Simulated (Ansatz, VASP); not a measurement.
Two plane-wave programs on Si

```
CELL_PARAMETERS angstrom
0.00000 5.43000 5.43000
5.43000 0.00000 5.43000
5.43000 5.43000 0.00000
ATOMIC_POSITIONS crystal
Si 0.00021 0.99878 0.00056
Si 0.12128 0.12811 0.12248
Si 0.99200 0.00276 0.50274
Si 0.12134 0.12824 0.62825
Si 0.00020 0.50045 0.00044
Si 0.12514 0.62491 0.12492
Si 0.00020 0.50056 0.49880
Si 0.12128 0.62250 0.62810
Si 0.50159 0.00207 0.99436
Si 0.62794 0.12800 0.12221
Si 0.50173 0.00237 0.50236
Si 0.62352 0.12581 0.62573
Si 0.49905 0.50032 0.00032
Si 0.62798 0.62200 0.12196
Si 0.50157 0.49445 0.50203
Si 0.62794 0.62222 0.62800
Si 0.37360 0.87576 0.37569
```

Alike in both runs: functional PBE; dispersion D3(BJ); k mesh 2 × 2 × 2; occupations gaussian, width 0.05 eV; no spin polarisation.

Ansatz relaxed the structure, and its values are those at the end. VASP's run is a single point on that final structure, the one shown.

|  | VASP | Ansatz |
| --- | --- | --- |
| version | VASP 6.6.1 | Ansatz 0.2.0 |
| potentials or method | VASP PAW PBE potentials, release 64 (Si), cutoff 520 eV | scalar-relativistic, plane waves, PAW |
| valence electrons in the cell | 68 | 68 |

|  | VASP | Ansatz | Ansatz less VASP |
| --- | --- | --- | --- |
| rms of the force components (eV/Å) | 0.010 | 0.011 | +0.0003 |

The k mesh is coarse, so the values compare programs but aren't converged.
